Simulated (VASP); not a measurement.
SnSe: single point with PBE+D3(BJ)

SnSe:

```
Sn Se
1.0
     4.22201    0.00000    0.00000
     0.00000    4.22201    0.00000
     0.00000    0.00000    5.97110
Sn Se
2 2
Direct
  0.50000 0.00000 0.25009
  0.00000 0.50000 0.74991
  0.50000 0.00000 0.74994
  0.00000 0.50000 0.25006
```

| Quantity | Value |
| --- | --- |
| Program | VASP 6.6.1 |
| Task | single point |
| Functional | PBE |
| Dispersion | D3(BJ) |
| Potentials or basis | VASP PAW PBE potentials, release 64 (Sn_d, Se) |
| Cutoff | 520 eV |
| k mesh | 6 × 6 × 6 |
| Occupations | gaussian, width 0.02 eV |
| Spin | no spin polarisation |

```yaml
Pressure: 0.0 GPa
Band_gap_on_the_k_mesh: 0.40 eV
Dispersion_energy_per_atom: -0.362 eV
```

Levels at points of the mesh, in eV from the valence-band top:
```
           k point  band 16  band 17  band 18  band 19  band 20  band 21  band 22  band 23  band 24  band 25
(0.00, 0.00, 0.00)    -3.74    -3.74    -2.25    -2.25    -2.25     2.96     4.43     4.43     4.43     5.50
(0.50, 0.00, 0.00)    -4.09    -2.14    -2.14    -0.58    -0.58     1.26     1.26     1.77     1.77     4.32
(0.50, 0.50, 0.00)    -5.62    -3.74    -3.74    -3.74    -3.74     2.96     2.96     5.50     5.50     5.50
(0.00, 0.00, 0.50)    -3.07    -3.07    -3.07    -1.70    -1.69     2.19     2.20     3.88     3.88     4.57
(0.50, 0.00, 0.50)    -2.00    -2.00    -2.00     0.00     0.00     0.69     0.69     1.25     1.25     1.25
(0.50, 0.50, 0.50)    -4.84    -4.84    -4.84    -0.79    -0.79     1.53     1.53     4.83     4.83     4.83
```

It took 2.2 min on 1 thread of AMD EPYC 7R43 64-Core Processor (Zen 3), with other jobs on the host, peak memory 0.23 GiB.

Caveat: spin-orbit coupling is left out, which moves the levels of the heavy elements. A k mesh can miss the band edges.
